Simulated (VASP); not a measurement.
# SiMo3 (P4/mmm) in VASP: a series of runs

The runs below take SiMo3 through single point, with PBE.

Everything below comes from runs of VASP 6.6.1. Logs are shortened: lines on timing, memory, paths and dates and some standing lists are left out, and cuts for length are marked.

**1. The cell of the first run**

It takes space group P4/mmm (No. 123, tetragonal). The conventional cell has a = 3.588 Å, b = 3.588 Å, c = 5.273 Å, α = 90.00°, β = 90.00°, γ = 90.00°. Within 3.3 Å of Si (site symmetry 4/mmm) lie 6 Mo at 2.54 to 2.64 Å. Mo (site symmetry 4/mmm) has 4 Mo at 2.54 Å and 2 Si at 2.64 Å within 3.3 Å. Within 3.3 Å of Mo (site symmetry 4/mmm) lie 4 Si at 2.54 Å and 2 Mo at 2.64 Å. Within 3.3 Å of Mo (site symmetry 4/mmm) lie 6 Mo at 2.54 to 2.64 Å.

**2. Single point, PBE, collinear spin, ferromagnetic start**

INCAR

```
PREC = Accurate
ENCUT = 520
EDIFF = 1E-6
ISMEAR = 0
SIGMA = 0.1
LREAL = F
LASPH = T
NELM = 150
ALGO = Fast
ISIF = 2
LWAVE = F
LCHARG = T
ISPIN = 2
MAGMOM = 0 1 1 1
LORBIT = 11
LMAXMIX = 4
GGA = PE
LELF = T
LVHAR = T
NBANDS = 35
```

KPOINTS

```
Automatic mesh
0
Gamma
  6 6 4
```

POSCAR

```
SiMo3
1.0
    3.5875617196      0.0000000000      0.0000000000
    0.0000000000      3.5875617196      0.0000000000
    0.0000000000      0.0000000000      5.2733473424
Si Mo
1 3
Direct
    0.0000000000      0.0000000000      0.5000000000
    0.0000000000      0.0000000000      0.0000000000
    0.5000000000      0.5000000000      0.5000000000
    0.5000000000      0.5000000000      0.0000000000
```

Potentials or basis: VASP PAW PBE potentials, release 64 (Si, Mo_sv).

Started as:

```sh
> cat potpaw_PBE.64/Si/POTCAR potpaw_PBE.64/Mo_sv/POTCAR > POTCAR
> mpirun -np 1 vasp_std > vasp.out
```

OUTCAR:

```text
PREC = Accurate
   ENCUT = 520
   EDIFF = 1E-6
   ISMEAR = 0
   LREAL = F
   LASPH = T
   NELM = 150
   ISIF = 2
   ISPIN = 2
   LORBIT = 11
   GGA = PE

 ion  position               nearest neighbor table
   1  0.000  0.000  0.500-   3 2.54   3 2.54   3 2.54   3 2.54   2 2.64   2 2.64
   2  0.000  0.000  0.000-   4 2.54   4 2.54   4 2.54   4 2.54   1 2.64   1 2.64
   3  0.500  0.500  0.500-   1 2.54   1 2.54   1 2.54   1 2.54   4 2.64   4 2.64
   4  0.500  0.500  0.000-   2 2.54   2 2.54   2 2.54   2 2.54   3 2.64   3 2.64

  LATTYP: Found a simple tetragonal cell.
 ALAT       =     3.5875617196
 C/A-ratio  =     1.4698973159

  Lattice vectors:

 A1 = (   3.5875617196,   0.0000000000,   0.0000000000)
 A2 = (   0.0000000000,   3.5875617196,   0.0000000000)
 A3 = (   0.0000000000,   0.0000000000,   5.2733473424)

Analysis of symmetry for initial positions (statically):
=====================================================================
 Subroutine PRICEL returns:
 Original cell was already a primitive cell.

 Routine SETGRP: Setting up the symmetry group for a
 simple tetragonal supercell.

 Subroutine GETGRP returns: Found 16 space group operations
 (whereof 16 operations were pure point group operations)
 out of a pool of 16 trial point group operations.

The static configuration has the point symmetry D_4h.

Analysis of symmetry for dynamics (positions and initial velocities):
=====================================================================
 Subroutine PRICEL returns:
 Original cell was already a primitive cell.

 Routine SETGRP: Setting up the symmetry group for a
 simple tetragonal supercell.

 Subroutine GETGRP returns: Found 16 space group operations
 (whereof 16 operations were pure point group operations)
 out of a pool of 16 trial point group operations.

The dynamic configuration has the point symmetry D_4h.

Analysis of structural, dynamic, and magnetic symmetry:
=====================================================================
 Subroutine PRICEL returns:
 Original cell was already a primitive cell.

 Routine SETGRP: Setting up the symmetry group for a
 simple tetragonal supercell.

 Subroutine GETGRP returns: Found 16 space group operations
 (whereof 16 operations were pure point group operations)
 out of a pool of 16 trial point group operations.

The overall configuration has the point symmetry D_4h.

 Subroutine INISYM returns: Found 16 space group operations
 (whereof 16 operations are pure point group operations),
 and found     1 'primitive' translations

----------------------------------------------------------------------------------------

                                     Primitive cell

  volume of cell :      67.8711

  direct lattice vectors                    reciprocal lattice vectors
     3.587561720  0.000000000  0.000000000     0.278740849  0.000000000  0.000000000
     0.000000000  3.587561720  0.000000000     0.000000000  0.278740849  0.000000000
     0.000000000  0.000000000  5.273347342     0.000000000  0.000000000  0.189632872

  length of vectors
     3.587561720  3.587561720  5.273347342     0.278740849  0.278740849  0.189632872

  position of ions in fractional coordinates (direct lattice)
     0.000000000  0.000000000  0.500000000
     0.000000000  0.000000000  0.000000000
     0.500000000  0.500000000  0.500000000
     0.500000000  0.500000000  0.000000000

  ion indices of the primitive-cell ions
   primitive index   ion index
                 1           1
                 2           2
                 3           3
                 4           4

----------------------------------------------------------------------------------------

 KPOINTS: Automatic mesh

Automatic generation of k-mesh.
 Grid dimensions read from file:
 generate k-points for:    6    6    4

 Generating k-lattice:

  Cartesian coordinates                     Fractional coordinates (reciprocal lattice)
     0.046456808  0.000000000  0.000000000     0.166666667  0.000000000  0.000000000
     0.000000000  0.046456808  0.000000000     0.000000000  0.166666667  0.000000000
     0.000000000  0.000000000  0.047408218     0.000000000  0.000000000  0.250000000

  Length of vectors
     0.046456808  0.046456808  0.047408218

  Shift w.r.t. Gamma in fractional coordinates (k-lattice)
     0.000000000  0.000000000  0.000000000

 Subroutine IBZKPT returns following result:
 ===========================================

 Found     30 irreducible k-points:

 Following reciprocal coordinates:
            Coordinates               Weight
  0.000000  0.000000  0.000000      1.000000
  0.166667  0.000000  0.000000      4.000000
  0.333333  0.000000  0.000000      4.000000
  0.500000  0.000000  0.000000      2.000000
  0.166667  0.166667  0.000000      4.000000
  0.333333  0.166667  0.000000      8.000000
[... 16 lines left out ...]
  0.333333  0.000000  0.500000      4.000000
  0.500000  0.000000  0.500000      2.000000
 [... further k-points ...]
   k-points           NKPTS =     30   k-points in BZ     NKDIM =     30   number of bands    NBANDS=     35
   number of dos      NEDOS =    301   number of ions     NIONS =      4
   total plane-waves  NPLWV =  31360
   dimension x,y,z NGX =    28 NGY =   28 NGZ =   40
   dimension x,y,z NGXF=    56 NGYF=   56 NGZF=   80
   ions per type =               1   3
   NGX,Y,Z   is equivalent  to a cutoff of  12.98, 12.98, 12.61 a.u.
   NGXF,Y,Z  is equivalent  to a cutoff of  25.95, 25.95, 25.22 a.u.
 SYSTEM =  unknown system
   PREC   = accura    normal or accurate (medium, high low for compatibility)
   ISTART =      0    job   : 0-new  1-cont  2-samecut
   ICHARG =      2    charge: 1-file 2-atom 10-const
   ISPIN  =      2    spin polarized calculation?
   LNONCOLLINEAR =      F non collinear calculations
   LSORBIT =      F    spin-orbit coupling
   LASPH  =      T    aspherical Exc in radial PAW
   ENCUT  =  520.0 eV  38.22 Ry    6.18 a.u.   6.67  6.67  9.80*2*pi/ulx,y,z
   NELM   =    150;   NELMIN=  2; NELMDL= -5     # of ELM steps
   EDIFF  = 0.1E-05   stopping-criterion for ELM
   LREAL  =      F    real-space projection
   EDIFFG = 0.1E-04   stopping-criterion for IOM
   NSW    =      0    number of steps for IOM
   IBRION =     -1    ionic relax: 0-MD 1-quasi-New 2-CG
   NFREE  =      0    steps in history (QN), initial steepest desc. (CG)
   ISIF   =      2    stress and relaxation
   ISYM   =      2    0-nonsym 1-usesym 2-fastsym
   POTIM  = 0.5000    time-step for ionic-motion
   TEBEG  =    0.0;   TEEND  =   0.0 temperature during run
   PSTRESS=    0.0 pullay stress
   NELECT =      46.0000    total number of electrons
   NUPDOWN=      -1.0000    fix difference up-down
   EMIN   =  10.00;   EMAX   =-10.00  energy-range for DOS
   EFERMI =   0.00;   METHOD = LEGACY
   ISMEAR =     0;   SIGMA  =   0.10  broadening in eV -4-tet -1-fermi 0-gaus
   EFERMI_NEDOS =   21; number of points for ismear=-14 and -15
   IALGO  =     68    algorithm
   IMIX   =      4    mixing-type and parameters
     AMIX     =   0.40;   BMIX     =  1.00
     AMIX_MAG =   1.60;   BMIX_MAG =  1.00
  volume/ion in A,a.u.               =      16.97       114.50
  Fermi-wavevector in a.u.,A,eV,Ry     =   1.438023  2.717469 28.135612  2.067909
  Thomas-Fermi vector in A             =   2.557036
   LORBIT       =     11    0 simple, 1 ext, 2 COOP (PROOUT), +10 PAW based schemes
   GGA     = PE    functional components
   LHFCALC =     F    Hartree Fock is set to
   AEXX    =    0.0000 exact exchange contribution
   IVDW    =     0    specifies the selected vdW correction
   LEPSILON=     F    determine dielectric tensor
   LRPA    =     F    only Hartree local field effects (RPA)
 spin polarized calculation
 RMM-DIIS sequential band-by-band and
 Gauss-broadening in eV      SIGMA  =   0.10
  energy-cutoff  :      520.00
  volume of cell :       67.87
 maximum number of plane-waves:      1868
 NGX is ok and might be reduce to    28
   NGX = 13   NGY = 13   NGZ = 19

 number of electron      45.9999995 magnetization       0.0026573

 Free energy of the ion-electron system (eV)
  ---------------------------------------------------
  ext. energy  EPLUGINS =         0.00000000
  ---------------------------------------------------
  free energy    TOTEN  =       -34.67359500 eV

  energy without entropy =      -34.64864211  energy(sigma->0) =      -34.66111856

 E-fermi :  10.3803     XC(G=0): -12.2122

 val. band max:       10.3471739720   @ k =   0.0000   0.0000   0.2500
 cond. band min:      10.3893644739   @ k =   0.1667   0.0000   0.2500
 fundamental gap:      0.0421905019
 Fermi energy:        10.3803087104

 spin component 1

 k-point     1 :       0.0000    0.0000    0.0000
  band No.  band energies     occupation
      1     -50.7613      1.00000
      2     -50.6510      1.00000
      3     -50.1201      1.00000
      4     -25.3035      1.00000
      5     -25.3035      1.00000
      6     -25.2426      1.00000
[... 27 lines left out ...]
     34      18.6047      0.00000
     35      19.8975      0.00000
[... 843 lines left out ...]
      5     -24.8761      1.00000
      6     -24.7410      1.00000
[... 27 lines left out ...]
     34      19.2954      0.00000
     35      19.5511      0.00000

 [... further k-points ...]

 spin component 2

 k-point     1 :       0.0000    0.0000    0.0000
  band No.  band energies     occupation
      1     -50.7603      1.00000
      2     -50.6504      1.00000
      3     -50.1201      1.00000
      4     -25.3033      1.00000
      5     -25.3033      1.00000
      6     -25.2419      1.00000
[... 27 lines left out ...]
     34      18.6052      0.00000
     35      19.9177      0.00000
[... 843 lines left out ...]
      5     -24.8749      1.00000
      6     -24.7398      1.00000
[... 27 lines left out ...]
     34      19.3062      0.00000
     35      19.5310      0.00000

 [... further k-points ...]
[... 5 lines left out ...]
  --------------------------------------------------------------------------------------
  -------------------------------------------------------------------------------------
  Total        0.2153717      0.2153717      0.2475634      0.0000000     -0.0000000      0.0000000
  in kB        5.0841000      5.0841000      5.8440227      0.0000000     -0.0000000      0.0000000
  external PRESSURE =       5.3374075 kB  Pullay stress =       0.0000000 kB

 VOLUME and BASIS-vectors are now :
 -----------------------------------------------------------------------------
  energy-cutoff  :      520.00
  volume of cell :       67.87
      direct lattice vectors                 reciprocal lattice vectors
     3.587561720  0.000000000  0.000000000     0.278740849  0.000000000  0.000000000
     0.000000000  3.587561720  0.000000000     0.000000000  0.278740849  0.000000000
     0.000000000  0.000000000  5.273347342     0.000000000  0.000000000  0.189632872

 POSITION                                       TOTAL-FORCE (eV/Angst)
 -----------------------------------------------------------------------------------
      0.00000      0.00000      2.63667         0.000000      0.000000      0.000000
      0.00000      0.00000      0.00000         0.000000      0.000000      0.000000
      1.79378      1.79378      2.63667         0.000000      0.000000      0.000000
      1.79378      1.79378      0.00000         0.000000      0.000000      0.000000
 -----------------------------------------------------------------------------------
    total drift:                                0.000000      0.000000     -0.000000

  FREE ENERGIE OF THE ION-ELECTRON SYSTEM (eV)
  ---------------------------------------------------
  free  energy   TOTEN  =       -34.6735949988 eV

  energy  without entropy=      -34.6486421142  energy(sigma->0) =      -34.66111856

 total charge

# of ion       s       p       d       tot
------------------------------------------
    1        0.785   0.894   0.000   1.680
    2        2.341   6.124   4.124  12.589
    3        2.291   6.134   4.010  12.435
    4        2.428   6.143   4.119  12.691
--------------------------------------------------
tot          7.845  19.296  12.254  39.395

 magnetization (x)

# of ion       s       p       d       tot
------------------------------------------
    1       -0.000   0.000   0.000  -0.000
    2        0.000   0.000   0.000   0.000
    3        0.000   0.000   0.001   0.001
    4       -0.000   0.000  -0.000  -0.000
--------------------------------------------------
tot          0.000   0.000   0.002   0.002
```

Run time: 2 min. Hardware: 1 thread of Intel Xeon 6975P-C, shared host; peak memory 0.26 GiB.

What came out:

```
Free energy                                           : -34.6736 eV
Pressure                                              : 0.5 GPa
Band gap on the k mesh                                : zero (filled and empty bands overlap)
Net moment                                            : 0.00 μB per cell
Valence electrons inside the program's atomic spheres : Si 1.68; Mo 12.59, 12.44, 12.69
```

Stress tensor (GPa, compression positive):
```
0.51 0.00 0.00
0.00 0.51 0.00
0.00 0.00 0.58
```

Levels at points of the mesh, in eV from the Fermi level:
Spin up:
```
           k point  band 20  band 21  band 22  band 23  band 24  band 25  band 26  band 27
(0.00, 0.00, 0.00)    -2.68    -2.49    -0.92     0.70     0.93     0.93     1.01     1.01
(0.50, 0.00, 0.00)    -1.71    -1.65    -0.48    -0.35    -0.23     0.65     0.73     1.36
(0.50, 0.50, 0.00)    -2.66    -0.17     0.19     0.72     0.72     0.73     0.98     1.31
(0.00, 0.00, 0.50)    -2.36    -1.18    -0.99    -0.54    -0.54     0.61     1.85     1.85
(0.50, 0.00, 0.50)    -0.95    -0.83    -0.62    -0.41    -0.15     0.29     0.41     0.45
(0.50, 0.50, 0.50)    -2.20    -0.42    -0.12    -0.12    -0.04     0.93     0.99     1.09
```
Spin down:
```tsv
k point	band 21	band 22	band 23	band 24	band 25	band 26
(0.00, 0.00, 0.00)	-2.49	-0.91	0.70	0.94	0.94	1.01
(0.50, 0.00, 0.00)	-1.65	-0.48	-0.35	-0.23	0.65	0.73
(0.50, 0.50, 0.00)	-0.17	0.19	0.72	0.72	0.74	0.98
(0.00, 0.00, 0.50)	-1.18	-0.99	-0.53	-0.53	0.61	1.85
(0.50, 0.00, 0.50)	-0.83	-0.62	-0.41	-0.15	0.29	0.41
(0.50, 0.50, 0.50)	-0.42	-0.12	-0.12	-0.04	0.94	0.99
```

**3. Single point, PBE**

INCAR

```
SYSTEM = SiMo3
PREC = Accurate ; ENCUT = 520
EDIFF = 1E-6 ; ISMEAR = 0
SIGMA = 0.1 ; LREAL = .False.
LASPH = .True. ; NELM = 80
ALGO = Fast ; ISIF = 2
LWAVE = .False. ; LCHARG = .False.
GGA = PE ; NBANDS = 31
```

KPOINTS

```
regular mesh
0
Gamma
  14 14 10
  0 0 0
```

POSCAR

```
SiMo3
1.0
    3.5865943699      0.0000000000      0.0000000000
    0.0000000000      3.5865943699      0.0000000000
    0.0000000000      0.0000000000      5.2731419746
Si Mo
1 3
Direct
    0.0000000000      0.0000000000      0.5000000000
    0.0000000000      0.0000000000      0.0000000000
    0.5000000000      0.5000000000      0.5000000000
    0.5000000000      0.5000000000      0.0000000000
```

Potentials or basis: VASP PAW PBE potentials, release 64 (Si, Mo_sv).

Started as:

```sh
> cat potpaw_PBE.64/Si/POTCAR potpaw_PBE.64/Mo_sv/POTCAR > POTCAR
> mpirun -np 1 vasp_std > vasp.out
```

Run time: 7.4 min. Hardware: 1 thread of Intel Xeon 6975P-C, shared host; peak memory 0.45 GiB.

The run converged. Its results:

```yaml
Free_energy: -34.7217 eV
Pressure: 0.3 GPa
Band_gap_on_the_k_mesh: zero (band 23 reaches 11.11 eV, above the bottom of band 24 at 9.82 eV)
```

Stress tensor (GPa, compression positive):
```
0.37 0.00 0.00
0.00 0.37 0.00
0.00 0.00 0.26
```

Levels at points of the mesh, in eV from the Fermi level:
```tsv
k point	band 19	band 20	band 21	band 22	band 23	band 24	band 25	band 26	band 27	band 28
(0.00, 0.00, 0.00)	-2.85	-2.62	-2.42	-0.85	0.79	1.01	1.01	1.08	1.08	2.83
(0.50, 0.00, 0.00)	-2.00	-1.68	-1.56	-0.36	-0.24	-0.13	0.77	0.80	1.41	1.85
(0.50, 0.50, 0.00)	-2.59	-2.59	-0.09	0.28	0.78	0.78	0.81	1.12	1.40	1.59
(0.00, 0.00, 0.50)	-2.29	-2.29	-1.17	-0.92	-0.50	-0.50	0.64	1.91	1.91	2.94
(0.50, 0.00, 0.50)	-1.56	-0.87	-0.78	-0.61	-0.31	-0.12	0.40	0.50	0.51	0.52
(0.50, 0.50, 0.50)	-2.16	-2.16	-0.42	-0.05	-0.05	-0.04	1.01	1.12	1.18	2.10
```
